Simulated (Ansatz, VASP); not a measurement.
# One calculation of Re, two programs

POSCAR

```
Re
1.0
    0.0000000000      2.0849427042      1.7722012985
    2.0849427042      0.0000000000      1.7722012985
    2.0849427042      2.0849427042      0.0000000000
Re
1
Direct
    0.0000000000      0.0000000000      0.0000000000
```

The input INCAR.step1:

```
SYSTEM = Re
ALGO     = Normal         ! electronic algorithm
EDIFF    = 1E-4           ! SCF threshold, eV
ENCUT    = 520            ! plane-wave cutoff, eV
GGA      = PE             ! functional
ISMEAR   = 0              ! smearing method
LASPH    = .True.         ! aspherical terms in the spheres
LCHARG   = .False.        ! write CHGCAR
LREAL    = .False.        ! projectors in reciprocal space
LWAVE    = .True.         ! write WAVECAR
NBANDS   = 10             ! bands
NELM     = 80             ! most SCF steps
PREC     = Accurate       ! precision mode
SIGMA    = 0.15           ! smearing width, eV
```

Contents of INCAR.step2:

```
SYSTEM = Re
ALGO     = Normal         ! electronic algorithm
EDIFF    = 1E-6           ! SCF threshold, eV
ENCUT    = 520            ! plane-wave cutoff, eV
ISIF     = 2              ! what is computed and relaxed
ISMEAR   = 0              ! smearing method
ISTART   = 1            
LASPH    = .True.         ! aspherical terms in the spheres
LCHARG   = .True.         ! write CHGCAR
LELF     = .True.         ! ELF
LMIXTAU  = .True.       
LREAL    = .False.        ! projectors in reciprocal space
LVHAR    = .True.       
LWAVE    = .False.        ! write WAVECAR
METAGGA  = R2SCAN         ! meta-GGA
NBANDS   = 10             ! bands
NELM     = 80             ! most SCF steps
PREC     = Accurate       ! precision mode
SIGMA    = 0.15           ! smearing width, eV
```

The input KPOINTS:

```
k-points
0
Gamma
  22 22 22
  0 0 0
```

Input for Ansatz:

```yaml
crystal:
  lattice:
    - [0.0, 2.0849427042, 1.7722012985]
    - [2.0849427042, 0.0, 1.7722012985]
    - [2.0849427042, 2.0849427042, 0.0]
  atoms:
    - { symbol: Re, position: [0.0, 0.0, 0.0] }
basis:
  ecutwfc: 500
kpoints:
  mp_grid: { grid: [22, 22, 22] }
hamiltonian:
  xc: r2scan
scf:
  occupations: { method: gaussian, width: 0.15 }
output:
  forces: true
  stress: true
  eigenvalues: true
```

Alike in both runs: task single point; functional r2SCAN; k mesh 22 × 22 × 22; occupations gaussian, width 0.15 eV; no spin polarisation.

```csv
,VASP,Ansatz
version,VASP 6.6.1,Ansatz 0.2.0
potentials or method,"VASP PAW PBE potentials, release 64 (Re), cutoff 520 eV","scalar-relativistic, plane waves, PAW"
valence electrons in the cell,7,15
```

|  | VASP | Ansatz | Ansatz less VASP |
| --- | --- | --- | --- |
| gap on the k mesh at the Fermi level (eV) | none | none | - |
| pressure (GPa) | -13.6 | -13.4 | +0.24 |
| traceless stress, the component that is largest in VASP (GPa) | 11.18 | 10.95 | -0.230 |

VASP's potentials were made for PBE, not for r2SCAN. A gap of «none» marks a metal or a gap that the smearing closes. VASP's potentials hold 7 valence electrons a cell and Ansatz's 15, so a difference there can come from the potentials and not from the codes.

Spin-orbit coupling is off throughout.
